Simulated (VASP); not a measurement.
# Re (P6_3/mmc) in VASP: a series of runs

Re is run at these levels: RPBE, PBE, PBE+D4, BLYP; tasks: single point.

All numbers are computed with VASP 6.6.1; they aren't measurements. Logs are shortened: lines on timing, memory, paths and dates and some standing lists are left out, and cuts for length are marked.

### 1 The cell of the first run

Symmetry: P6_3/mmc, No. 194, hexagonal system. Conventional cell: a = 2.761 Å, b = 2.761 Å, c = 4.458 Å, α = 90.00°, β = 90.00°, γ = 120.00°. Re (site symmetry -6m2) has 12 Re at 2.74 to 2.76 Å within 3.6 Å.

### 2 Single point, RPBE

The input, INCAR:

```
  ALGO = Fast
  EDIFF = 1E-6
  ENCUT = 520
  GGA = RP
  ISIF = 2
  ISMEAR = -1
  LASPH = T
  LCHARG = T
  LELF = T
  LREAL = F
  LVHAR = T
  LWAVE = F
  NBANDS = 14
  NELM = 80
  PREC = Accurate
  SIGMA = 0.05
```

The input, KPOINTS:

```
k-points
0
Gamma
  11 11 6
```

The input, POSCAR:

```
Re
1.0
    2.7608000000      0.0000000000      0.0000000000
   -1.3804000000      2.3909229348      0.0000000000
    0.0000000000      0.0000000000      4.4582000000
Re
2
Direct
    0.6666666667      0.3333333333      0.7500000000
    0.3333333333      0.6666666667      0.2500000000
```

Potentials or basis: VASP PAW PBE potentials, release 64 (Re).

Command:

```
cat potpaw_PBE.64/Re/POTCAR > POTCAR
mpirun -np 1 vasp_std > vasp.out
```

OUTCAR:

```text
EDIFF = 1E-6
   ENCUT = 520
   GGA = RP
   ISIF = 2
   ISMEAR = -1
   LASPH = T
   LREAL = F
   NELM = 80
   PREC = Accurate

 ion  position               nearest neighbor table
   1  0.667  0.333  0.750-   2 2.74   2 2.74   2 2.74   2 2.74   2 2.74   2 2.74
   2  0.333  0.667  0.250-   1 2.74   1 2.74   1 2.74   1 2.74   1 2.74   1 2.74

  LATTYP: Found a hexagonal cell.
 ALAT       =     2.7608000000
 C/A-ratio  =     1.6148217908

  Lattice vectors:

 A1 = (   2.7608000000,   0.0000000000,   0.0000000000)
 A2 = (  -1.3804000000,   2.3909229348,   0.0000000000)
 A3 = (   0.0000000000,   0.0000000000,   4.4582000000)

Analysis of symmetry for initial positions (statically):
=====================================================================
 Subroutine PRICEL returns:
 Original cell was already a primitive cell.

 Routine SETGRP: Setting up the symmetry group for a
 hexagonal supercell.

 Subroutine GETGRP returns: Found 24 space group operations
 (whereof 12 operations were pure point group operations)
 out of a pool of 24 trial point group operations.

The static configuration has the point symmetry D_3d.
 The point group associated with its full space group is D_6h.

Analysis of symmetry for dynamics (positions and initial velocities):
=====================================================================
 Subroutine PRICEL returns:
 Original cell was already a primitive cell.

 Routine SETGRP: Setting up the symmetry group for a
 hexagonal supercell.

 Subroutine GETGRP returns: Found 24 space group operations
 (whereof 12 operations were pure point group operations)
 out of a pool of 24 trial point group operations.

The dynamic configuration has the point symmetry D_3d.
 The point group associated with its full space group is D_6h.

 Subroutine INISYM returns: Found 24 space group operations
 (whereof 12 operations are pure point group operations),
 and found     1 'primitive' translations

----------------------------------------------------------------------------------------

                                     Primitive cell

  volume of cell :      29.4280

  direct lattice vectors                    reciprocal lattice vectors
     2.760800000  0.000000000  0.000000000     0.362213851  0.209124264  0.000000000
    -1.380400000  2.390922935  0.000000000     0.000000000  0.418248529  0.000000000
     0.000000000  0.000000000  4.458200000     0.000000000  0.000000000  0.224305774

  length of vectors
     2.760800000  2.760800000  4.458200000     0.418248529  0.418248529  0.224305774

  position of ions in fractional coordinates (direct lattice)
     0.666666667  0.333333333  0.750000000
     0.333333333  0.666666667  0.250000000

  ion indices of the primitive-cell ions
   primitive index   ion index
                 1           1
                 2           2

----------------------------------------------------------------------------------------

 KPOINTS: k-points

Automatic generation of k-mesh.
 Grid dimensions read from file:
 generate k-points for:   11   11    6

 Generating k-lattice:

  Cartesian coordinates                     Fractional coordinates (reciprocal lattice)
     0.032928532  0.019011297  0.000000000     0.090909091 -0.000000000  0.000000000
     0.000000000  0.038022594  0.000000000     0.000000000  0.090909091  0.000000000
     0.000000000  0.000000000  0.037384296     0.000000000  0.000000000  0.166666667

  Length of vectors
     0.038022594  0.038022594  0.037384296

  Shift w.r.t. Gamma in fractional coordinates (k-lattice)
     0.000000000  0.000000000  0.000000000

 Subroutine IBZKPT returns following result:
 ===========================================

 Found     64 irreducible k-points:

 Following reciprocal coordinates:
            Coordinates               Weight
  0.000000  0.000000  0.000000      1.000000
  0.090909 -0.000000  0.000000      6.000000
  0.181818 -0.000000  0.000000      6.000000
  0.272727 -0.000000  0.000000      6.000000
  0.363636 -0.000000  0.000000      6.000000
  0.454545 -0.000000  0.000000      6.000000
[... 16 lines left out ...]
  0.090909  0.090909  0.166667     12.000000
  0.181818  0.090909  0.166667     24.000000
 [... further k-points ...]
   k-points           NKPTS =     64   k-points in BZ     NKDIM =     64   number of bands    NBANDS=     14
   number of dos      NEDOS =    301   number of ions     NIONS =      2
   total plane-waves  NPLWV =  20736
   dimension x,y,z NGX =    24 NGY =   24 NGZ =   36
   dimension x,y,z NGXF=    48 NGYF=   48 NGZF=   72
   ions per type =               2
   NGX,Y,Z   is equivalent  to a cutoff of  14.45, 14.45, 13.42 a.u.
   NGXF,Y,Z  is equivalent  to a cutoff of  28.90, 28.90, 26.85 a.u.
 SYSTEM =  unknown system
   PREC   = accura    normal or accurate (medium, high low for compatibility)
   ISTART =      0    job   : 0-new  1-cont  2-samecut
   ICHARG =      2    charge: 1-file 2-atom 10-const
[... 73 lines left out ...]
     10       8.5625      0.00001
     11      11.3258      0.00000
     12      11.3258      0.00000
     13      17.9976      0.00000
     14      22.0684      0.00000

 k-point     2 :       0.0909   -0.0000    0.0000
  band No.  band energies     occupation
      1      -1.5609      2.00000
      2       1.6576      2.00000
      3       5.7530      2.00000
      4       6.6972      2.00000
      5       6.8793      2.00000
      6       7.0396      2.00000
      7       7.3336      1.99999
      8       7.5163      1.99977
      9       7.9024      1.59462
     10       8.0947      0.15496
     11      11.4935      0.00000
     12      12.6359      0.00000
     13      17.9736      0.00000
     14      22.8038      0.00000

 k-point     3 :       0.1818   -0.0000    0.0000
  band No.  band energies     occupation
      1      -0.6352      2.00000
      2       2.3963      2.00000
      3       5.0817      2.00000
      4       5.6957      2.00000
      5       6.4284      2.00000
      6       7.3445      1.99999
      7       7.5937      1.99894
      8       7.6736      1.99478
      9       7.7249      1.98550
     10       8.3553      0.00092
     11      11.8214      0.00000
     12      14.8358      0.00000
     13      17.7652      0.00000
     14      24.2431      0.00000

 k-point     4 :       0.2727   -0.0000    0.0000
  band No.  band energies     occupation
      1       0.6018      2.00000
      2       2.7414      2.00000
      3       4.2919      2.00000
      4       5.0136      2.00000
      5       6.2045      2.00000
      6       6.7588      2.00000
      7       7.2053      2.00000
      8       8.9164      0.00000
      9       8.9733      0.00000
     10       9.6221      0.00000
     11      12.0955      0.00000
     12      17.0816      0.00000
     13      17.3588      0.00000
     14      22.3489      0.00000

 k-point     5 :       0.3636   -0.0000    0.0000
  band No.  band energies     occupation
      1       1.6109      2.00000
      2       2.4058      2.00000
      3       3.2958      2.00000
      4       5.4559      2.00000
      5       6.3050      2.00000
      6       6.8179      2.00000
      7       6.8248      2.00000
      8      10.5769      0.00000
      9      10.6998      0.00000
     10      11.0723      0.00000
     11      12.2563      0.00000
[... 276 lines left out ...]
 k-point    22 :       0.4545   -0.0000    0.1667
  band No.  band energies     occupation
      1       1.6159      2.00000
      2       2.1484      2.00000
      3       3.5408      2.00000
      4       4.7105      2.00000
      5       6.3313      2.00000
      6       7.2102      2.00000
      7       8.1050      0.12805
      8      11.3933      0.00000
      9      11.8656      0.00000
     10      12.3596      0.00000
     11      12.7408      0.00000
     12      15.3256      0.00000
     13      17.8323      0.00000
     14      19.9097      0.00000

 k-point    23 :       0.0909    0.0909    0.1667
  band No.  band energies     occupation
      1      -0.6300      2.00000
      2       2.2607      2.00000
      3       5.2526      2.00000
      4       5.4687      2.00000
      5       6.4010      2.00000
      6       6.9146      2.00000
      7       7.1297      2.00000
      8       7.7076      1.98972
      9       8.4431      0.00016
     10       8.4877      0.00006
     11      11.5905      0.00000
     12      13.3701      0.00000
     13      19.2475      0.00000
     14      23.4800      0.00000

 k-point    24 :       0.1818    0.0909    0.1667
  band No.  band energies     occupation
      1       0.4213      2.00000
      2       3.0483      2.00000
      3       4.4010      2.00000
      4       4.7483      2.00000
      5       6.0223      2.00000
      6       6.7082      2.00000
      7       7.3161      2.00000
      8       8.2645      0.00561
      9       8.9751      0.00000
     10       9.3659      0.00000
     11      11.7256      0.00000
     12      14.7824      0.00000
     13      19.1590      0.00000
     14      24.0275      0.00000

 [... further k-points ...]

------------------------ aborting loop because EDIFF is reached ----------------------------------------

  FORCE on cell =-STRESS in cart. coord.  units (eV):
  Direction    XX          YY          ZZ          XY          YZ          ZX
  --------------------------------------------------------------------------------------
  -------------------------------------------------------------------------------------
  Total        1.7075624      1.7075624      1.7709451      0.0000000      0.0000000     -0.0000000
  in kB       92.9666336     92.9666336     96.4174404      0.0000000      0.0000000     -0.0000000
  external PRESSURE =      94.1169025 kB  Pullay stress =       0.0000000 kB

 VOLUME and BASIS-vectors are now :
 -----------------------------------------------------------------------------
  energy-cutoff  :      520.00
  volume of cell :       29.43
      direct lattice vectors                 reciprocal lattice vectors
     2.760800000  0.000000000  0.000000000     0.362213851  0.209124264  0.000000000
    -1.380400000  2.390922935  0.000000000     0.000000000  0.418248529  0.000000000
     0.000000000  0.000000000  4.458200000     0.000000000  0.000000000  0.224305774

 POSITION                                       TOTAL-FORCE (eV/Angst)
 -----------------------------------------------------------------------------------
      1.38040      0.79697      3.34365        -0.000000      0.000000      0.000000
     -0.00000      1.59395      1.11455         0.000000      0.000000      0.000000
 -----------------------------------------------------------------------------------
    total drift:                               -0.000000      0.000000     -0.000000

  FREE ENERGIE OF THE ION-ELECTRON SYSTEM (eV)
  ---------------------------------------------------
  free  energy   TOTEN  =       -23.6184970123 eV

  energy  without entropy=      -23.6044515390  energy(sigma->0) =      -23.61147428
```

Wall time 49 s (1 thread of AMD EPYC 7R43 (Zen 3), shared host); peak memory 0.13 GiB.

Results:

| Item | Value |
| --- | --- |
| Free energy | -23.6185 eV |
| Pressure | 9.4 GPa |
| Band gap on the k mesh | zero (band 7 reaches 9.30 eV, above the bottom of band 8 at 6.26 eV) |

Stress tensor (GPa, compression positive):
```
9.30 0.00 0.00
0.00 9.30 0.00
0.00 0.00 9.64
```

Levels at points of the mesh, in eV from the Fermi level:
| k point | band 4 | band 5 | band 6 | band 7 | band 8 | band 9 | band 10 | band 11 |
| --- | --- | --- | --- | --- | --- | --- | --- | --- |
| (0.00, 0.00, 0.00) | -1.58 | -1.58 | -0.75 | -0.75 | 0.18 | 0.18 | 0.59 | 3.35 |
| (0.00, 0.00, 0.50) | -2.39 | -1.71 | -1.71 | -1.71 | -1.71 | 2.54 | 2.54 | 2.54 |

Caveat: the PAW data sets were made with another functional, which shifts forces and pressure a little; spin-orbit coupling is left out, which moves the levels of the heavy elements.

### 3 Single point, PBE

The input, INCAR:

```
SYSTEM = Re
ALGO     = Normal         ! electronic algorithm
EDIFF    = 1E-7           ! SCF threshold, eV
ENCUT    = 520            ! plane-wave cutoff, eV
GGA      = PE             ! functional
ISIF     = 2              ! what is computed and relaxed
ISMEAR   = 0              ! smearing method
LASPH    = .True.         ! aspherical terms in the spheres
LCHARG   = .True.         ! write CHGCAR
LELF     = .True.         ! ELF
LREAL    = .False.        ! projectors in reciprocal space
LVHAR    = .True.       
LWAVE    = .False.        ! write WAVECAR
NBANDS   = 14             ! bands
NELM     = 80             ! most SCF steps
PREC     = Accurate       ! precision mode
SIGMA    = 0.027000000000000003 ! smearing width, eV
```

The input, KPOINTS:

```
k-points
0
Gamma
  11 11 6
  0 0 0
```

POSCAR is that of step 2.

Potentials or basis: VASP PAW PBE potentials, release 64 (Re).

Command:

```
cat potpaw_PBE.64/Re/POTCAR > POTCAR
mpirun -np 1 vasp_std > vasp.out
```

Wall time 45 s (1 thread of AMD EPYC 7R43 (Zen 3), shared host); peak memory 0.13 GiB.

It converged, with:

```yaml
Free_energy: -24.8403 eV
Pressure: 5.4 GPa
Band_gap_on_the_k_mesh: zero (band 7 reaches 9.23 eV, above the bottom of band 8 at 6.18 eV)
```

Stress tensor (GPa, compression positive):
```
5.74 0.00 0.00
0.00 5.74 0.00
0.00 0.00 4.78
```

Levels at points of the mesh, in eV from the Fermi level:
| k point | band 4 | band 5 | band 6 | band 7 | band 8 | band 9 | band 10 | band 11 |
| --- | --- | --- | --- | --- | --- | --- | --- | --- |
| (0.00, 0.00, 0.00) | -1.60 | -1.60 | -0.77 | -0.77 | 0.16 | 0.16 | 0.59 | 3.34 |
| (0.00, 0.00, 0.50) | -2.41 | -1.73 | -1.73 | -1.73 | -1.73 | 2.52 | 2.52 | 2.52 |

Caveat: spin-orbit coupling is left out, which moves the levels of the heavy elements.

### 4 Single point, PBE+D4

This run uses another cell than the first one, of 14.67 Å³/atom, 0.997 times its volume.

The input, INCAR:

```
SYSTEM = Re
ALGO = Normal ; EDIFF = 1E-6
ENCUT = 520 ; GGA = PE
ISIF = 2 ; ISMEAR = -1
IVDW = 13 ; LASPH = .True.
LCHARG = .False. ; LREAL = .False.
LWAVE = .False. ; NBANDS = 14
NELM = 100 ; PREC = Accurate
SIGMA = 0.05
```

KPOINTS is that of step 3.

The input, POSCAR:

```
Re
1.0
    2.7576100094      0.0000000000      0.0000000000
   -1.3788050047      2.3881603219      0.0000000000
    0.0000000000      0.0000000000      4.4565358008
Re
2
Direct
    0.6666666667      0.3333333333      0.7500000000
    0.3333333333      0.6666666667      0.2500000000
```

Command:

```
cat potpaw_PBE.64/Re/POTCAR > POTCAR
mpirun -np 1 vasp_std > vasp.out
```

Run time: 37 s. Hardware: 1 thread of AMD EPYC 7R43 (Zen 3), shared host; peak memory 0.13 GiB.

The run converged. Its results:

* Free energy: -26.2616 eV
* Pressure: -0.5 GPa
* Band gap on the k mesh: zero (band 7 reaches 9.27 eV, above the bottom of band 8 at 6.21 eV)
* Dispersion energy per atom: -0.709 eV

Stress tensor (GPa, compression positive):
```
-0.47  0.00  0.00
 0.00 -0.47  0.00
 0.00  0.00 -0.63
```

Levels at points of the mesh, in eV from the Fermi level:
| k point | band 3 | band 4 | band 5 | band 6 | band 7 | band 8 | band 9 | band 10 | band 11 | band 12 |
| --- | --- | --- | --- | --- | --- | --- | --- | --- | --- | --- |
| (0.00, 0.00, 0.00) | -1.60 | -1.59 | -1.59 | -0.76 | -0.76 | 0.18 | 0.18 | 0.60 | 3.37 | 3.37 |
| (0.00, 0.00, 0.50) | -2.40 | -2.40 | -1.72 | -1.72 | -1.72 | -1.72 | 2.55 | 2.55 | 2.55 | 2.55 |

Caveat: spin-orbit coupling is left out, which moves the levels of the heavy elements; pairwise dispersion overbinds metals, which lowers pressure and volume.

### 5 Single point, BLYP

This run uses another cell than the first one, of 15.53 Å³/atom, 1.055 times its volume.

The input, INCAR:

```
PREC = Accurate ; ENCUT = 520
EDIFF = 1E-6 ; ISMEAR = -1
SIGMA = 0.05 ; LREAL = F
LASPH = T ; NELM = 60
ALGO = Normal ; ISIF = 2
LWAVE = F ; LCHARG = F
GGA = B5 ; ALDAX = 1.0
AGGAX = 1.0 ; AGGAC = 1.0
ALDAC = 0.0 ; NBANDS = 14
```

The input, KPOINTS:

```
Automatic mesh
0
Gamma
  11 11 6
```

The input, POSCAR:

```
Re
1.0
    2.8129484130      0.0000000000      0.0000000000
   -1.4064742065      2.4360847852      0.0000000000
    0.0000000000      0.0000000000      4.5315374952
Re
2
Direct
    0.6666666667      0.3333333333      0.7500000000
    0.3333333333      0.6666666667      0.2500000000
```

Command:

```
cat potpaw_PBE.64/Re/POTCAR > POTCAR
mpirun -np 1 vasp_std > vasp.out
```

Wall time 57 s (1 thread of AMD EPYC 7R43 (Zen 3), shared host); peak memory 0.13 GiB.

Results (log left out):

| Item | Value |
| --- | --- |
| Free energy | -21.5355 eV |
| Pressure | 1.7 GPa |
| Band gap on the k mesh | zero (band 7 reaches 9.28 eV, above the bottom of band 8 at 6.21 eV) |

Stress tensor (GPa, compression positive):
```
1.77 0.00 0.00
0.00 1.77 0.00
0.00 0.00 1.62
```

Levels at points of the mesh, in eV from the Fermi level:
```
           k point  band 3  band 4  band 5  band 6  band 7  band 8  band 9  band 10  band 11  band 12
(0.00, 0.00, 0.00)   -1.50   -1.50   -1.49   -0.74   -0.74    0.09    0.09     0.84     3.06     3.06
(0.00, 0.00, 0.50)   -2.19   -2.19   -1.63   -1.63   -1.63   -1.63    2.28     2.28     2.28     2.28
```

Caveat: the PAW data sets were made with another functional, which shifts forces and pressure a little; spin-orbit coupling is left out, which moves the levels of the heavy elements.

### 6 Summary

```tsv
level	cell	smearing	gap on the mesh (eV)	pressure (GPa)
RPBE	a = 2.761, b = 2.761, c = 4.458 Å, angles 90.0, 90.0, 120.0°, 2 atoms	fermi-dirac 0.05 eV	none	9.4
PBE	a = 2.761, b = 2.761, c = 4.458 Å, angles 90.0, 90.0, 120.0°, 2 atoms	gaussian 0.027 eV	none	5.4
PBE+D4	a = 2.758, b = 2.758, c = 4.457 Å, angles 90.0, 90.0, 120.0°, 2 atoms	fermi-dirac 0.05 eV	none	-0.5
BLYP	a = 2.813, b = 2.813, c = 4.532 Å, angles 90.0, 90.0, 120.0°, 2 atoms	fermi-dirac 0.05 eV	none	1.7
```

Alike in all rows: task single point; potentials or basis VASP PAW PBE potentials, release 64 (Re); no spin polarisation; k mesh 11 × 11 × 6; cutoff (eV) 520.

Caveats: spin-orbit coupling is left out, which moves the levels of the heavy elements; the PAW data sets were made with another functional, which shifts forces and pressure a little (some runs); pairwise dispersion overbinds metals, which lowers pressure and volume (some runs).

Total energies depend on the potentials used, so only differences within one code and one set of settings carry meaning.
